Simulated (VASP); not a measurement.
Input of a VASP 6.6.1 run:

INCAR

```
SYSTEM = Mg
PREC = Accurate
ENCUT = 520
EDIFF = 1E-6
ISMEAR = 1
SIGMA = 0.2
LREAL = .False.
LASPH = .True.
NELM = 100
ALGO = Normal
ISIF = 2
LWAVE = .False.
LCHARG = .True.
GGA = PE
LELF = .True.
LVHAR = .True.
NBANDS = 9
```

File KPOINTS:

```
Automatic mesh
0
Gamma
  11 11 6
  0 0 0
```

POSCAR

```
Mg
1.0
    3.1953117277      0.0000000000      0.0000000000
   -1.5976558638      2.7672211292      0.0000000000
    0.0000000000      0.0000000000      5.1879445283
Mg
2
Direct
    0.3333333333      0.6666666667      0.2500000000
    0.6666666667      0.3333333333      0.7500000000
```

Potentials or basis: VASP PAW PBE potentials, release 64 (Mg).

Command:

```console
$ cat potpaw_PBE.64/Mg/POTCAR > POTCAR
$ mpirun -np 1 vasp_std > vasp.out
```

Task: Estimate the pressure.

Result: -0.2 GPa.

Task: Estimate the band gap on the k mesh.

Result: Zero (bands 2 and 3 overlap by 2.11 eV).
